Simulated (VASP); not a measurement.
Write the native input for VASP 6.6.1 that does the following.

```
Task                   : single point
Functional             : PBE
Potentials or basis    : VASP PAW PBE potentials, release 64 (Si, Se)
Cutoff                 : 520 eV
k mesh                 : 6 × 6 × 6
Occupations            : gaussian, width 0.1 eV
Spin                   : no spin polarisation
Dipole correction      : no
Further INCAR settings : ALGO = Normal; EDIFF = 1e-07; NBANDS = 12
```

The structure of SiSe lies in POSCAR:

```
SiSe
1.0
    3.4941579800      0.0000000000      0.0000000000
   -1.7470789900      3.0260295800      0.0000000000
    0.0000000000      0.0000000000      3.3659443400
Si Se
1 1
Direct
    0.6666666700      0.3333333300      0.5000000000
    0.0000000000      0.0000000000      0.0000000000
```

These files were run (other wordings do the same):

INCAR

```
ALGO = Normal
EDIFF = 1E-7
ENCUT = 520
GGA = PE
ISIF = 2
ISMEAR = 0
LASPH = T
LCHARG = F
LREAL = F
LWAVE = F
NBANDS = 12
NELM = 60
PREC = Accurate
SIGMA = 0.1
```

KPOINTS

```
k-points
0
Gamma
  6 6 6
```

Potentials or basis: VASP PAW PBE potentials, release 64 (Si, Se).

The run is started by

```sh
$ cat potpaw_PBE.64/Si/POTCAR potpaw_PBE.64/Se/POTCAR > POTCAR
$ mpirun -np 1 vasp_std > vasp.out
```

Results of the run:

```json
{
  "Pressure": "10.7 GPa",
  "Band gap on the k mesh": "zero (band 5 reaches 9.59 eV, above the bottom of band 6 at 5.22 eV)"
}
```

Wall time 30 s on 1 thread of AMD EPYC 7R13, with other jobs on the host, peak memory 0.13 GiB.
